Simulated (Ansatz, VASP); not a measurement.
## SiC in VASP and in Ansatz

```xyz
4
Lattice="3.2583 0.0000 0.0000 -1.6292 2.8218 0.0000 0.0000 0.0000 4.9348" Properties=species:S:1:pos:R:3 pbc="T T T"
Si    0.0000    1.8812    0.0225
Si    1.6292    0.9406    2.4899
C     0.0000    1.8812    1.8774
C     1.6292    0.9406    4.3447
```

Alike in both runs: task relaxation of the atoms; functional PBE; k mesh 12 × 12 × 6; occupations gaussian, width 0.05 eV; no spin polarisation.

|  | VASP | Ansatz |
| --- | --- | --- |
| version | VASP 6.6.1 | Ansatz 0.2.0 |
| potentials or method | VASP PAW PBE potentials, release 64 (Si, C), cutoff 520 eV | scalar-relativistic, plane waves, PAW |
| valence electrons in the cell | 16 | 16 |

```tsv
	VASP	Ansatz	Ansatz less VASP
gap on the k mesh at the Fermi level, each at its own relaxed structure (eV)	1.75	1.75	+0.008
```

Ansatz's warnings: stress scf threshold loose.
